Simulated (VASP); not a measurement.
# Si8HO16 (a cell with a defect) in VASP: single point with PBE+D3(BJ)

Aim: the single point of Si8HO16 (a cell with a defect) with PBE+D3(BJ).

Program: VASP 6.6.1. These are calculated values, not measurements. Logs are shortened: lines on timing, memory, paths and dates and some standing lists are left out, and cuts for length are marked.

### 1 The cell of the first run

The cell holds a defect, 25 atoms: a = 5.833 Å, b = 5.833 Å, c = 5.295 Å, α = 90.00°, β = 90.00°, γ = 90.00°.

### 2 Single point, PBE+D3(BJ), collinear spin, ferromagnetic start

Input file INCAR:

```
SYSTEM = Si8HO16
PREC     = Accurate       ! precision mode
ENCUT    = 520            ! plane-wave cutoff, eV
EDIFF    = 1E-6           ! SCF threshold, eV
ISMEAR   = -1             ! smearing method
SIGMA    = 0.05           ! smearing width, eV
LREAL    = Auto         
LASPH    = .True.         ! aspherical terms in the spheres
NELM     = 150            ! most SCF steps
ALGO     = Normal         ! electronic algorithm
ISIF     = 2              ! what is computed and relaxed
LWAVE    = .False.        ! write WAVECAR
LCHARG   = .True.         ! write CHGCAR
ISPIN    = 2              ! spin polarisation
MAGMOM   = 0 0 0 0 0 0 0 0 0 0 0 0 0 0 0 0 0 0 0 0 0 0 0 0 1 ! initial moments
LORBIT   = 11             ! projections on sites
GGA      = PE             ! functional
IVDW     = 12             ! dispersion correction
LELF     = .True.         ! ELF
LVHAR    = .True.       
NBANDS   = 86             ! bands
```

Input file KPOINTS:

```
Automatic mesh
0
Gamma
  2 2 2
  0 0 0
```

Input file POSCAR:

```
Si8HO16
1.0
   -4.1246000000     -4.1246000000      0.0000000000
    4.1246000000     -4.1246000000      0.0000000000
    0.0000000000      0.0000000000      5.2948000000
Si O H
8 16 1
Direct
    0.4890413616      0.4864714154     -0.0132205182
   -0.0082917131      0.5048489551      0.2224068898
    0.4974058090      0.4782766814      0.4856840674
   -0.0041943461      0.5034185133      0.7226713001
   -0.0039397760      0.0104616205     -0.0061758707
    0.4958298987     -0.0209474858      0.2352307925
   -0.0133103816      0.0192988411      0.4826244617
    0.4747854337     -0.0208747515      0.7237289416
    0.1932066140      0.5033700238     -0.0154868928
   -0.0097706444      0.2020074674      0.2303014278
    0.7884764583      0.4854167677     -0.0127861298
   -0.0084371818      0.8061145323      0.2326622346
    0.1917640498      0.4989453523      0.4769396389
   -0.0198201038      0.2246642099      0.7344942207
    0.8066115502      0.5028002715      0.4687806905
    0.0252388110      0.8069388547      0.7377049180
    0.6946491781      0.0044489163     -0.0258177835
    0.5008364447      0.6813145517      0.2365150714
    0.2928768850      0.0128739757     -0.0154302334
    0.4911991466      0.2935072492      0.2417466193
    0.6839814770      0.0048125879      0.4735589635
    0.4673180430      0.6867332590      0.7273362544
    0.2880642971     -0.0052489938      0.4823789378
    0.5036003491      0.2998472579      0.7210281786
    0.7570552296      0.7406172720      0.7239366926
```

Potentials or basis: VASP PAW PBE potentials, release 64 (Si, O, H).

Started as:

```sh
$ cat potpaw_PBE.64/Si/POTCAR potpaw_PBE.64/O/POTCAR potpaw_PBE.64/H/POTCAR > POTCAR
$ mpirun -np 1 vasp_std > vasp.out
```

OUTCAR:

```text
SYSTEM = Si8HO16
   PREC = Accurate
   ENCUT = 520
   EDIFF = 1E-6
   ISMEAR = -1
   LREAL = Auto
   LASPH = .True.
   NELM = 150
   ISIF = 2
   ISPIN = 2
   LORBIT = 11
   GGA = PE
   IVDW = 12
 IVDW          = 12

 ion  position               nearest neighbor table
   1  0.489  0.486  0.987-   9 1.73  18 1.74  11 1.75  20 1.76  24 1.78  22 1.81   3 2.64   3 2.65

   2  0.992  0.505  0.222-  15 1.69   9 1.72  11 1.72  12 1.76  10 1.77  13 1.78   4 2.65   4 2.65
                             5 3.13
   3  0.497  0.478  0.486-  24 1.62  20 1.68  18 1.77  22 1.77  13 1.79  15 1.81   1 2.64   1 2.65
[... 12 lines left out ...]
  10  0.990  0.202  0.230-   5 1.68   7 1.71   2 1.77
  11  0.788  0.485  0.987-   2 1.72   1 1.75   4 1.85
  12  0.992  0.806  0.233-   5 1.74   2 1.76   7 1.82
  13  0.192  0.499  0.477-   4 1.73   2 1.78   3 1.79
  14  0.980  0.225  0.734-   4 1.63   7 1.79   5 1.86
[... 8 lines left out ...]
  23  0.288  0.995  0.482-   8 1.68   7 1.76   6 1.79
  24  0.504  0.300  0.721-   3 1.62   1 1.78   8 1.88
  25  0.757  0.741  0.724-   4 1.96

  LATTYP: Found a simple tetragonal cell.
 ALAT       =     5.8330652594
 C/A-ratio  =     0.9077217148

  Lattice vectors:

 A1 = (  -4.1246000000,  -4.1246000000,   0.0000000000)
 A2 = (   4.1246000000,  -4.1246000000,   0.0000000000)
 A3 = (   0.0000000000,   0.0000000000,   5.2948000000)

Analysis of symmetry for initial positions (statically):
=====================================================================
 Subroutine PRICEL returns:
 Original cell was already a primitive cell.

 Routine SETGRP: Setting up the symmetry group for a
 simple tetragonal supercell.

 Subroutine GETGRP returns: Found  1 space group operations
 (whereof  1 operations were pure point group operations)
 out of a pool of 16 trial point group operations.

The static configuration has the point symmetry C_1 .

Analysis of symmetry for dynamics (positions and initial velocities):
=====================================================================
 Subroutine PRICEL returns:
 Original cell was already a primitive cell.

 Routine SETGRP: Setting up the symmetry group for a
 simple tetragonal supercell.

 Subroutine GETGRP returns: Found  1 space group operations
 (whereof  1 operations were pure point group operations)
 out of a pool of 16 trial point group operations.

The dynamic configuration has the point symmetry C_1 .

Analysis of structural, dynamic, and magnetic symmetry:
=====================================================================
 Subroutine PRICEL returns:
 Original cell was already a primitive cell.

[... 178 lines left out ...]
  ext. energy  EPLUGINS =         0.00000000
  ---------------------------------------------------
  free energy    TOTEN  =      -180.75127162 eV

  energy without entropy =     -180.75127132  energy(sigma->0) =     -180.75127147

 E-fermi :  13.6054     XC(G=0): -12.5381

 val. band max:       12.9309726217   @ k =   0.5000   0.5000   0.5000
 cond. band min:      14.2706821611   @ k =   0.0000   0.0000   0.0000
 fundamental gap:      1.3397095394
 Fermi energy:        13.6054290681

 spin component 1

 k-point     1 :       0.0000    0.0000    0.0000
  band No.  band energies     occupation
      1     -14.1837      1.00000
      2     -12.3348      1.00000
      3     -12.2629      1.00000
      4     -11.4218      1.00000
      5     -11.3178      1.00000
      6     -11.0188      1.00000
[... 621 lines left out ...]
     75      19.1060      0.00000
     76      19.2734      0.00000
 Fermi energy:        13.6054290681

 spin component 2

 k-point     1 :       0.0000    0.0000    0.0000
  band No.  band energies     occupation
      1     -14.1533      1.00000
      2     -12.3119      1.00000
      3     -12.2443      1.00000
      4     -11.3801      1.00000
      5     -11.2996      1.00000
      6     -10.9837      1.00000
[... 621 lines left out ...]
     75      19.1185      0.00000
     76      19.2907      0.00000
 [bands above 76 left out]

------------------------ aborting loop because EDIFF is reached ----------------------------------------

 Edisp (eV)   -6.21281

 E8    (eV) :    -2.1164

  FORCE on cell =-STRESS in cart. coord.  units (eV):
  Direction    XX          YY          ZZ          XY          YZ          ZX
  --------------------------------------------------------------------------------------
  -------------------------------------------------------------------------------------
  Total      21.95697    27.78841    29.48065    -0.59202    -0.00659    -0.81487
  in kB     195.27191   247.13316   262.18289    -5.26506    -0.05863    -7.24694
  external pressure =      234.86 kB  Pullay stress =        0.00 kB

 VOLUME and BASIS-vectors are now :
 -----------------------------------------------------------------------------
  energy-cutoff  :      520.00
  volume of cell :      180.15
      direct lattice vectors                 reciprocal lattice vectors
    -4.124600000 -4.124600000  0.000000000    -0.121223876 -0.121223876  0.000000000
     4.124600000 -4.124600000  0.000000000     0.121223876 -0.121223876  0.000000000
     0.000000000  0.000000000  5.294800000     0.000000000  0.000000000  0.188864546

 POSITION                                       TOTAL-FORCE (eV/Angst)
 -----------------------------------------------------------------------------------
     -0.01060     -4.02360      5.22480        -0.473703     -0.264836     -0.315128
     -2.00810     -6.17270      1.17760        -0.015979     -0.664652      0.793103
     -0.07890     -4.02430      2.57160         1.804269     -1.182371     -1.386330
     -2.03090     -6.18370      3.82640         1.643757     -1.537885      0.507899
     -4.06520     -4.15150      5.26210        -0.291636      1.421414     -2.038790
      1.99310     -6.08330      1.24550         1.235343     -0.864830     -1.849329
[... 17 lines left out ...]
     -0.84040     -3.31390      3.81770        -0.474466      1.641039      2.321018
     -0.06780     -6.17730      3.83310         0.401523      0.353256      0.105873
 -----------------------------------------------------------------------------------
    total drift:                               -0.006701      0.006438      0.002545

  FREE ENERGIE OF THE ION-ELECTRON SYSTEM (eV)
  ---------------------------------------------------
  free  energy   TOTEN  =      -186.9640815426 eV

  energy  without entropy=     -186.9640812387  energy(sigma->0) =     -186.96408139

 total charge

# of ion       s       p       d       tot
------------------------------------------
    1        0.592   0.900   0.000   1.492
    2        0.599   0.936   0.000   1.535
    3        0.606   0.950   0.000   1.557
    4        0.599   0.927   0.000   1.525
    5        0.597   0.910   0.000   1.508
    6        0.593   0.891   0.000   1.484
[... 17 lines left out ...]
   24        1.557   3.731   0.000   5.288
   25        0.517   0.020   0.000   0.537
--------------------------------------------------
tot         30.170  66.759   0.000  96.929

 magnetization (x)

# of ion       s       p       d       tot
------------------------------------------
    1        0.001  -0.000   0.000   0.001
    2        0.002   0.002   0.000   0.004
    3        0.001  -0.000   0.000   0.001
    4       -0.001  -0.001   0.000  -0.002
    5        0.000   0.000   0.000   0.000
    6        0.001   0.002   0.000   0.003
[... 17 lines left out ...]
   24       -0.000  -0.000   0.000  -0.000
   25        0.356   0.003   0.000   0.359
--------------------------------------------------
tot          0.392   0.258   0.000   0.650
```

stdout:

```text
POSCAR found type information on POSCAR SiO H
 POSCAR found :  3 types and      25 ions
 scaLAPACK will be used
 LDA part: xc-table for (Slater+PW92), standard interpolation
 POSCAR, INCAR and KPOINTS ok, starting setup
 FFT: planning ... GRIDC
 FFT: planning ... GRID_SOFT
 FFT: planning ... GRID
 WAVECAR not read
 entering main loop
```

It took 4.9 min on 1 thread of AMD EPYC 9R45 (Zen 5), shared host; peak memory 0.41 GiB.

What came out:

* Free energy: -186.9641 eV
* Pressure: 23.5 GPa
* Largest force: 5.837 eV/Å
* Band gap on the k mesh: 1.34 eV
* Net moment: 1.00 μB per cell
* Site moments: Si +0.00, -0.00; O +0.00, +0.02, -0.00, +0.03, +0.12, +0.01, +0.08; H +0.36 μB
* Valence electrons inside the program's atomic spheres: Si 1.49, 1.53, 1.56, 1.52, 1.51, 1.48, 1.46; O 5.28, 5.32, 5.26, 5.27, 5.29, 5.21; H 0.54
* Dispersion energy per atom: -0.249 eV

Forces on the atoms (eV/Å):
```
Si  -0.474 -0.265 -0.315
Si  -0.016 -0.665  0.793
Si   1.804 -1.182 -1.386
Si   1.644 -1.538  0.508
Si  -0.292  1.421 -2.039
Si   1.235 -0.865 -1.849
Si  -1.302  1.033  0.870
Si  -0.233 -2.653  1.611
O    0.315  1.103 -0.239
O   -0.299 -0.100  0.633
O   -0.006 -1.597 -0.557
O    0.690 -0.704 -0.018
O   -0.103  0.240 -0.403
O   -4.699  3.433 -0.451
O    0.958  1.282  0.813
O    1.689 -1.651 -0.197
O    0.698  1.855  0.507
O    1.423 -0.641 -0.470
O   -1.438 -0.550  0.074
O   -0.254  0.377 -1.434
O   -0.998  0.129  1.350
O   -0.239  0.232  0.723
O   -0.031 -0.688 -0.951
O   -0.474  1.641  2.321
H    0.402  0.353  0.106
```

Stress tensor (GPa, compression positive):
```
19.53 -0.53 -0.72
-0.53 24.71 -0.01
-0.72 -0.01 26.22
```

Caveat: the k points lie up to 0.59 Å⁻¹ apart.
